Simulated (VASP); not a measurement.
# BaTiO3 (R3m) in VASP: a series of runs

Aim: see how the results for BaTiO3 move with the level of theory and the settings. Levels: LDA, PBEsol. Tasks: single point.

Program: VASP 6.6.1. These are calculated values, not measurements. Logs are shortened: lines on timing, memory, paths and dates and some standing lists are left out, and cuts for length are marked.

### Step 1. The cell of the first run

It takes space group R3m (No. 160, trigonal). Conventional cell: a = 5.576 Å, b = 5.576 Å, c = 6.841 Å, α = 90.00°, β = 90.00°, γ = 120.00°. Within 3.6 Å of Ba (site symmetry 3m) lie 12 O at 2.74 to 2.84 Å and 8 Ti at 3.36 to 3.48 Å. Within 2.5 Å of Ti (site symmetry 3m) lie 6 O at 1.89 to 2.06 Å. O (site symmetry m) has 2 Ti at 1.89 to 2.06 Å within 2.5 Å.

### Step 2. Single point, LDA

The input, INCAR:

```
PREC = Accurate
ENCUT = 520
EDIFF = 1E-7
ISMEAR = -1
SIGMA = 0.02
LREAL = F
LASPH = T
NELM = 100
ALGO = Normal
ISIF = 2
LWAVE = F
LCHARG = F
GGA = CA
NBANDS = 28
```

The input, KPOINTS:

```
Automatic mesh
0
Gamma
  6 6 6
```

The input, POSCAR:

```
BaTiO3
1.0
    2.7879719342      1.6096363467      2.2804605723
   -2.7879719342      1.6096363467      2.2804605723
    0.0000000000     -3.2192726934      2.2804605722
Ba Ti O
1 1 3
Direct
   -0.0009214572     -0.0009214572     -0.0009214572
    0.4902389182      0.4902389182      0.4902389182
    0.5085430267      0.5085430267      0.0127964857
    0.0127964857      0.5085430267      0.5085430267
    0.5085430267      0.0127964857      0.5085430267
```

Potentials or basis: VASP PAW LDA potentials, release 64 (Ba_sv, Ti_sv, O).

On the command line:

```bash
$ cat potpaw_LDA.64/Ba_sv/POTCAR potpaw_LDA.64/Ti_sv/POTCAR potpaw_LDA.64/O/POTCAR > POTCAR
$ mpirun -np 1 vasp_std > vasp.out
```

OUTCAR:

```text
PREC = Accurate
   ENCUT = 520
   EDIFF = 1E-7
   ISMEAR = -1
   LREAL = F
   LASPH = T
   NELM = 100
   ISIF = 2
   GGA = CA

 ion  position               nearest neighbor table
   1  0.999  0.999  0.999-   4 2.74   5 2.74   3 2.74   5 2.79   4 2.79   4 2.79   5 2.79   3 2.79
                             3 2.79   4 2.84   5 2.84   3 2.84   2 3.36   2 3.40   2 3.40   2 3.40
   2  0.490  0.490  0.490-   3 1.89   4 1.89   5 1.89   3 2.06   4 2.06   5 2.06   1 3.36   1 3.40
                             1 3.40   1 3.40   1 3.44   1 3.44   1 3.44   1 3.48
   3  0.509  0.509  0.013-   2 1.89   2 2.06   1 2.74   1 2.79   1 2.79   1 2.84
   4  0.013  0.509  0.509-   2 1.89   2 2.06   1 2.74   1 2.79   1 2.79   1 2.84
   5  0.509  0.013  0.509-   2 1.89   2 2.06   1 2.74   1 2.79   1 2.79   1 2.84

  LATTYP: Found a trigonal (rhomboedric) cell.
 ALAT       =     3.9451510866
 COS(alpha) =     0.0011977528

  Lattice vectors:

 A1 = (   2.7879719342,   1.6096363467,   2.2804605723)
 A2 = (  -2.7879719342,   1.6096363467,   2.2804605723)
 A3 = (   0.0000000000,  -3.2192726934,   2.2804605722)

Analysis of symmetry for initial positions (statically):
=====================================================================
 Subroutine PRICEL returns:
 Original cell was already a primitive cell.

 Routine SETGRP: Setting up the symmetry group for a
 trigonal (rhombohedral) supercell.

 Subroutine GETGRP returns: Found  6 space group operations
 (whereof  6 operations were pure point group operations)
 out of a pool of 12 trial point group operations.

The static configuration has the point symmetry C_3v.

Analysis of symmetry for dynamics (positions and initial velocities):
=====================================================================
 Subroutine PRICEL returns:
 Original cell was already a primitive cell.

 Routine SETGRP: Setting up the symmetry group for a
 trigonal (rhombohedral) supercell.

 Subroutine GETGRP returns: Found  6 space group operations
 (whereof  6 operations were pure point group operations)
 out of a pool of 12 trial point group operations.

The dynamic configuration has the point symmetry C_3v.

 Subroutine INISYM returns: Found  6 space group operations
 (whereof  6 operations are pure point group operations),
 and found     1 'primitive' translations

----------------------------------------------------------------------------------------

                                     Primitive cell

  volume of cell :      61.4031

  direct lattice vectors                    reciprocal lattice vectors
     2.787971934  1.609636347  2.280460572     0.179341834  0.103543056  0.146169303
    -2.787971934  1.609636347  2.280460572    -0.179341834  0.103543056  0.146169303
     0.000000000 -3.219272693  2.280460572     0.000000000 -0.207086112  0.146169303

  length of vectors
     3.945151087  3.945151087  3.945151087     0.253476080  0.253476080  0.253476080

  position of ions in fractional coordinates (direct lattice)
     0.999078543  0.999078543  0.999078543
     0.490238918  0.490238918  0.490238918
     0.508543027  0.508543027  0.012796486
     0.012796486  0.508543027  0.508543027
     0.508543027  0.012796486  0.508543027

  ion indices of the primitive-cell ions
   primitive index   ion index
                 1           1
                 2           2
                 3           3
                 4           4
                 5           5

----------------------------------------------------------------------------------------

 KPOINTS: Automatic mesh

Automatic generation of k-mesh.
 Grid dimensions read from file:
 generate k-points for:    6    6    6

 Generating k-lattice:

  Cartesian coordinates                     Fractional coordinates (reciprocal lattice)
     0.029890306  0.017257176  0.024361551     0.166666667 -0.000000000  0.000000000
    -0.029890306  0.017257176  0.024361551    -0.000000000  0.166666667  0.000000000
     0.000000000 -0.034514352  0.024361551     0.000000000  0.000000000  0.166666667

  Length of vectors
     0.042246013  0.042246013  0.042246013

  Shift w.r.t. Gamma in fractional coordinates (k-lattice)
     0.000000000  0.000000000  0.000000000

 Subroutine IBZKPT returns following result:
 ===========================================

 Found     32 irreducible k-points:

 Following reciprocal coordinates:
            Coordinates               Weight
  0.000000  0.000000  0.000000      1.000000
  0.166667  0.000000  0.000000      6.000000
  0.333333  0.000000 -0.000000      6.000000
  0.500000  0.000000  0.000000      3.000000
  0.166667  0.166667  0.000000      6.000000
  0.333333  0.166667  0.000000     12.000000
[... 16 lines left out ...]
  0.500000  0.500000  0.166667      6.000000
 -0.333333  0.500000  0.166667     12.000000
 [... further k-points ...]
   k-points           NKPTS =     32   k-points in BZ     NKDIM =     32   number of bands    NBANDS=     28
   number of dos      NEDOS =    301   number of ions     NIONS =      5
   total plane-waves  NPLWV =  27000
   dimension x,y,z NGX =    30 NGY =   30 NGZ =   30
   dimension x,y,z NGXF=    60 NGYF=   60 NGZF=   60
   ions per type =               1   1   3
   NGX,Y,Z   is equivalent  to a cutoff of  12.64, 12.64, 12.64 a.u.
   NGXF,Y,Z  is equivalent  to a cutoff of  25.28, 25.28, 25.28 a.u.
 SYSTEM =  unknown system
   PREC   = accura    normal or accurate (medium, high low for compatibility)
   ISTART =      0    job   : 0-new  1-cont  2-samecut
   ICHARG =      2    charge: 1-file 2-atom 10-const
   ISPIN  =      1    spin polarized calculation?
   LNONCOLLINEAR =      F non collinear calculations
   LSORBIT =      F    spin-orbit coupling
   LASPH  =      T    aspherical Exc in radial PAW
   ENCUT  =  520.0 eV  38.22 Ry    6.18 a.u.   7.34  7.34  7.34*2*pi/ulx,y,z
   NELM   =    100;   NELMIN=  2; NELMDL= -5     # of ELM steps
   EDIFF  = 0.1E-06   stopping-criterion for ELM
   LREAL  =      F    real-space projection
   EDIFFG = 0.1E-05   stopping-criterion for IOM
   NSW    =      0    number of steps for IOM
   IBRION =     -1    ionic relax: 0-MD 1-quasi-New 2-CG
   NFREE  =      0    steps in history (QN), initial steepest desc. (CG)
   ISIF   =      2    stress and relaxation
   ISYM   =      2    0-nonsym 1-usesym 2-fastsym
   POTIM  = 0.5000    time-step for ionic-motion
   TEBEG  =    0.0;   TEEND  =   0.0 temperature during run
   PSTRESS=    0.0 pullay stress
   NELECT =      40.0000    total number of electrons
   NUPDOWN=      -1.0000    fix difference up-down
   EMIN   =  10.00;   EMAX   =-10.00  energy-range for DOS
   EFERMI =   0.00;   METHOD = LEGACY
   ISMEAR =    -1;   SIGMA  =   0.02  broadening in eV -4-tet -1-fermi 0-gaus
   EFERMI_NEDOS =   21; number of points for ismear=-14 and -15
   IALGO  =     38    algorithm
   IMIX   =      4    mixing-type and parameters
     AMIX     =   0.40;   BMIX     =  1.00
     AMIX_MAG =   1.60;   BMIX_MAG =  1.00
  volume/ion in A,a.u.               =      12.28        82.87
  Fermi-wavevector in a.u.,A,eV,Ry     =   1.419160  2.681824 27.402356  2.014016
  Thomas-Fermi vector in A             =   2.540210
   LORBIT       =      0    0 simple, 1 ext, 2 COOP (PROOUT), +10 PAW based schemes
   GGA     = CA    functional components
   LHFCALC =     F    Hartree Fock is set to
   AEXX    =    0.0000 exact exchange contribution
   IVDW    =     0    specifies the selected vdW correction
   LEPSILON=     F    determine dielectric tensor
   LRPA    =     F    only Hartree local field effects (RPA)
 non-spin polarized calculation
  energy-cutoff  :      520.00
  volume of cell :       61.40
 maximum number of plane-waves:      1671
 NGX is ok and might be reduce to    30
   NGX = 15   NGY = 15   NGZ = 15

 number of electron      40.0000011 magnetization

 Free energy of the ion-electron system (eV)
  ---------------------------------------------------
  ext. energy  EPLUGINS =         0.00000000
  ---------------------------------------------------
  free energy    TOTEN  =       -44.15849951 eV

  energy without entropy =      -44.15849951  energy(sigma->0) =      -44.15849951

 E-fermi :   4.3253     XC(G=0): -11.9530

 val. band max:        3.8382417909   @ k =   0.5000   0.5000   0.5000
 cond. band min:       5.9287700302   @ k =   0.0000   0.0000   0.0000
 fundamental gap:      2.0905282393
 Fermi energy:         4.3253380570

 k-point     1 :       0.0000    0.0000    0.0000
  band No.  band energies     occupation
      1     -51.6930      2.00000
      2     -28.3595      2.00000
      3     -28.3595      2.00000
      4     -28.3517      2.00000
      5     -20.7209      2.00000
      6     -12.8027      2.00000
[... 20 lines left out ...]
     27       8.8049      0.00000
     28      11.5225      0.00000

 k-point     2 :       0.1667    0.0000    0.0000
  band No.  band energies     occupation
      1     -51.6927      2.00000
      2     -28.3747      2.00000
      3     -28.3588      2.00000
      4     -28.3530      2.00000
      5     -20.6828      2.00000
      6     -12.8462      2.00000
[... 20 lines left out ...]
     27       9.3813      0.00000
     28      12.1904      0.00000

 k-point     3 :       0.3333    0.0000   -0.0000
  band No.  band energies     occupation
      1     -51.6920      2.00000
      2     -28.4084      2.00000
      3     -28.3574      2.00000
      4     -28.3519      2.00000
      5     -20.6044      2.00000
      6     -13.0350      2.00000
[... 20 lines left out ...]
     27      10.7275      0.00000
     28      12.3056      0.00000

 k-point     4 :       0.5000    0.0000    0.0000
  band No.  band energies     occupation
      1     -51.6916      2.00000
      2     -28.4252      2.00000
      3     -28.3567      2.00000
      4     -28.3513      2.00000
      5     -20.5642      2.00000
      6     -13.1504      2.00000
[... 578 lines left out ...]
     27      11.4469      0.00000
     28      12.5787      0.00000

 k-point    23 :       0.5000    0.5000    0.1667
  band No.  band energies     occupation
      1     -51.6898      2.00000
      2     -28.4216      2.00000
      3     -28.4166      2.00000
      4     -28.3674      2.00000
      5     -20.4482      2.00000
      6     -12.3189      2.00000
[... 20 lines left out ...]
     27      12.5663      0.00000
     28      12.9679      0.00000

 k-point    24 :      -0.3333    0.5000    0.1667
  band No.  band energies     occupation
      1     -51.6902      2.00000
      2     -28.4206      2.00000
      3     -28.4026      2.00000
      4     -28.3680      2.00000
      5     -20.4718      2.00000
      6     -12.5291      2.00000
[... 20 lines left out ...]
     27      12.1834      0.00000
     28      12.7088      0.00000

 [... further k-points ...]

------------------------ aborting loop because EDIFF is reached ----------------------------------------

  FORCE on cell =-STRESS in cart. coord.  units (eV):
  Direction    XX          YY          ZZ          XY          YZ          ZX
  --------------------------------------------------------------------------------------
  -------------------------------------------------------------------------------------
  Total        0.9724810      0.9724810      0.9517048      0.0000000      0.0000000      0.0000000
  in kB       25.3747480     25.3747480     24.8326382      0.0000000      0.0000000      0.0000000
  external PRESSURE =      25.1940447 kB  Pullay stress =       0.0000000 kB

 VOLUME and BASIS-vectors are now :
 -----------------------------------------------------------------------------
  energy-cutoff  :      520.00
  volume of cell :       61.40
      direct lattice vectors                 reciprocal lattice vectors
     2.787971934  1.609636347  2.280460572     0.179341834  0.103543056  0.146169303
    -2.787971934  1.609636347  2.280460572    -0.179341834  0.103543056  0.146169303
     0.000000000 -3.219272693  2.280460572     0.000000000 -0.207086112  0.146169303

 POSITION                                       TOTAL-FORCE (eV/Angst)
 -----------------------------------------------------------------------------------
      0.00000      0.00000      6.83508         0.000000     -0.000000      0.033773
      0.00000      0.00000      3.35391         0.000000     -0.000000      0.093479
      0.00000      1.59594      2.34861         0.000000      0.040619     -0.042417
     -1.38213     -0.79797      2.34861        -0.035177     -0.020310     -0.042417
      1.38213     -0.79797      2.34861         0.035177     -0.020310     -0.042417
 -----------------------------------------------------------------------------------
    total drift:                                0.000000      0.000001     -0.000354

  FREE ENERGIE OF THE ION-ELECTRON SYSTEM (eV)
  ---------------------------------------------------
  free  energy   TOTEN  =       -44.1584995093 eV

  energy  without entropy=      -44.1584995093  energy(sigma->0) =      -44.15849951
```

It took 84 s on 1 thread of Intel Xeon Platinum 8259CL at 2.50GHz (Skylake/Cascade Lake), shared host; peak memory 0.18 GiB.

Results:

```yaml
Free_energy: -44.1585 eV
Pressure: 2.5 GPa
Largest_force: 0.093 eV/Å
Band_gap_on_the_k_mesh: 2.09 eV (least direct gap 2.33 eV)
```

Forces in eV/Å, atoms in the order of the input:
```
Ba   0.000  0.000  0.034
Ti   0.000  0.000  0.093
O    0.000  0.041 -0.042
O   -0.035 -0.020 -0.042
O    0.035 -0.020 -0.042
```

Levels at points of the mesh, in eV from the valence-band top:
| k point | band 17 | band 18 | band 19 | band 20 | band 21 | band 22 | band 23 | band 24 |
| --- | --- | --- | --- | --- | --- | --- | --- | --- |
| (0.00, 0.00, 0.00) | -1.17 | -0.35 | -0.24 | -0.24 | 2.09 | 2.09 | 2.20 | 4.54 |
| (0.50, 0.00, 0.00) | -1.87 | -1.77 | -0.87 | -0.78 | 2.29 | 3.82 | 3.88 | 4.53 |
| (0.50, 0.50, 0.00) | -1.65 | -0.85 | -0.83 | -0.10 | 3.87 | 3.88 | 4.25 | 5.30 |
| (0.50, 0.50, 0.50) | -2.34 | -0.01 | -0.01 | 0.00 | 4.49 | 4.57 | 4.57 | 6.80 |

Caveat: spin-orbit coupling is left out, which moves the levels of the heavy elements.

### Step 3. Single point, PBEsol

This run uses another cell than the first one, of 12.69 Å³/atom.

The input, INCAR:

```
SYSTEM = BaTiO3
  ALGO = Normal
  EDIFF = 1E-6
  ENCUT = 520
  GGA = PS
  ISIF = 2
  ISMEAR = -1
  LASPH = .True.
  LCHARG = .False.
  LREAL = .False.
  LWAVE = .False.
  NBANDS = 28
  NELM = 80
  PREC = Accurate
  SIGMA = 0.02
```

The input, KPOINTS:

```
k-points
0
Gamma
  6 6 6
  0 0 0
```

The input, POSCAR:

```
BaTiO3
1.0
    2.8173154608      1.6265778397      2.3084177386
   -2.8173154608      1.6265778397      2.3084177386
    0.0000000000     -3.2531556794      2.3084177386
Ba Ti O
1 1 3
Direct
   -0.0023668003     -0.0023668003     -0.0023668003
    0.4865767245      0.4865767245      0.4865767245
    0.5095686181      0.5095686181      0.0158528397
    0.0158528397      0.5095686181      0.5095686181
    0.5095686181      0.0158528397      0.5095686181
```

Potentials or basis: VASP PAW PBE potentials, release 64 (Ba_sv, Ti_sv, O).

On the command line:

```bash
$ cat potpaw_PBE.64/Ba_sv/POTCAR potpaw_PBE.64/Ti_sv/POTCAR potpaw_PBE.64/O/POTCAR > POTCAR
$ mpirun -np 1 vasp_std > vasp.out
```

Run time: 85 s. Hardware: 1 thread of Intel Xeon Platinum 8259CL at 2.50GHz (Skylake/Cascade Lake), shared host; peak memory 0.2 GiB.

It converged, with:

* Free energy: -42.0034 eV
* Pressure: 1.9 GPa
* Largest force: 0.057 eV/Å
* Band gap on the k mesh: 2.26 eV (least direct gap 2.61 eV)

Forces on the atoms (eV/Å):
```
Ba   0.000  0.000  0.038
Ti   0.000  0.000  0.057
O    0.000  0.020 -0.032
O   -0.017 -0.010 -0.032
O    0.017 -0.010 -0.032
```

Levels at points of the mesh, in eV from the valence-band top:
```tsv
k point	band 17	band 18	band 19	band 20	band 21	band 22	band 23	band 24
(0.00, 0.00, 0.00)	-1.11	-0.49	-0.35	-0.35	2.26	2.26	2.40	4.49
(0.50, 0.00, 0.00)	-1.79	-1.69	-0.94	-0.82	2.45	3.78	3.87	4.46
(0.50, 0.50, 0.00)	-1.65	-0.89	-0.85	-0.10	3.84	3.85	4.19	5.10
(0.50, 0.50, 0.50)	-2.35	-0.02	-0.02	0.00	4.36	4.49	4.49	6.60
```

Caveat: the PAW data sets were made with another functional, which shifts forces and pressure a little; spin-orbit coupling is left out, which moves the levels of the heavy elements.

### Step 4. Single point, LDA

This run uses another cell than the first one, of 13.03 Å³/atom.

The input, INCAR:

```
SYSTEM = BaTiO3
PREC = Accurate
ENCUT = 520
EDIFF = 1E-6
ISMEAR = 0
SIGMA = 0.01
LREAL = .FALSE.
LASPH = .TRUE.
NELM = 80
ALGO = Normal
ISIF = 2
LWAVE = .FALSE.
LCHARG = .TRUE.
LELF = .TRUE.
LVHAR = .TRUE.
NBANDS = 28
```

The input, KPOINTS:

```
regular mesh
0
G
  6 6 6
  0 0 0
```

The input, POSCAR:

```
BaTiO3
1.0
    2.8399983238      1.6396737967      2.3313532780
   -2.8399983238      1.6396737967      2.3313532780
    0.0000000000     -3.2793475935      2.3313532780
Ba Ti O
1 1 3
Direct
   -0.0032057868     -0.0032057868     -0.0032057868
    0.4833346606      0.4833346606      0.4833346606
    0.5098255476      0.5098255476      0.0194200310
    0.0194200310      0.5098255476      0.5098255476
    0.5098255476      0.0194200310      0.5098255476
```

Potentials or basis: VASP PAW LDA potentials, release 64 (Ba_sv, Ti_sv, O).

On the command line:

```bash
$ cat potpaw_LDA.64/Ba_sv/POTCAR potpaw_LDA.64/Ti_sv/POTCAR potpaw_LDA.64/O/POTCAR > POTCAR
$ mpirun -np 1 vasp_std > vasp.out
```

Run time: 94 s. Hardware: 1 thread of Intel Xeon Platinum 8259CL at 2.50GHz (Skylake/Cascade Lake), shared host; peak memory 0.18 GiB.

It converged, with:

* Free energy: -44.1144 eV
* Pressure: -5.6 GPa
* Largest force: 0.023 eV/Å
* Band gap on the k mesh: 2.37 eV (least direct gap 2.82 eV)

Forces in eV/Å, atoms in the order of the input:
```
Ba   0.000  0.000 -0.023
Ti   0.000  0.000  0.009
O    0.000  0.003  0.004
O   -0.002 -0.001  0.004
O    0.002 -0.001  0.004
```

Levels at points of the mesh, in eV from the valence-band top:
| k point | band 18 | band 19 | band 20 | band 21 | band 22 | band 23 |
| --- | --- | --- | --- | --- | --- | --- |
| (0.00, 0.00, 0.00) | -0.61 | -0.45 | -0.45 | 2.37 | 2.37 | 2.54 |
| (0.50, 0.00, 0.00) | -1.61 | -1.01 | -0.85 | 2.54 | 3.73 | 3.84 |
| (0.50, 0.50, 0.00) | -0.90 | -0.84 | -0.09 | 3.81 | 3.81 | 4.13 |
| (0.50, 0.50, 0.50) | -0.02 | -0.02 | 0.00 | 4.25 | 4.42 | 4.42 |

Caveat: the cell stands under tension; spin-orbit coupling is left out, which moves the levels of the heavy elements. A k mesh can miss the band edges.

### Step 5. Summary

| level | potentials or basis | cell | smearing | gap on the mesh (eV) | pressure (GPa) | largest force (eV/Å) |
| --- | --- | --- | --- | --- | --- | --- |
| LDA | VASP PAW LDA potentials, release 64 (Ba_sv, Ti_sv, O) | a = 3.945 Å, angles 89.9°, 5 atoms, atomic positions A | fermi-dirac 0.02 eV | 2.09 | 2.5 | 0.09 |
| PBEsol | VASP PAW PBE potentials, release 64 (Ba_sv, Ti_sv, O) | a = 3.989 Å, angles 89.9°, 5 atoms, atomic positions B | fermi-dirac 0.02 eV | 2.26 | 1.9 | 0.06 |
| LDA | VASP PAW LDA potentials, release 64 (Ba_sv, Ti_sv, O) | a = 4.024 Å, angles 89.8°, 5 atoms, atomic positions C | gaussian 0.01 eV | 2.37 | -5.6 | 0.02 |

Alike in all rows: task single point; no spin polarisation; k mesh 6 × 6 × 6; cutoff (eV) 520.

Caveats: spin-orbit coupling is left out, which moves the levels of the heavy elements; the PAW data sets were made with another functional, which shifts forces and pressure a little (at least some runs); the cell stands under tension (at least some runs).

Total energies depend on the potentials used, so only differences within one code and one set of settings carry meaning.
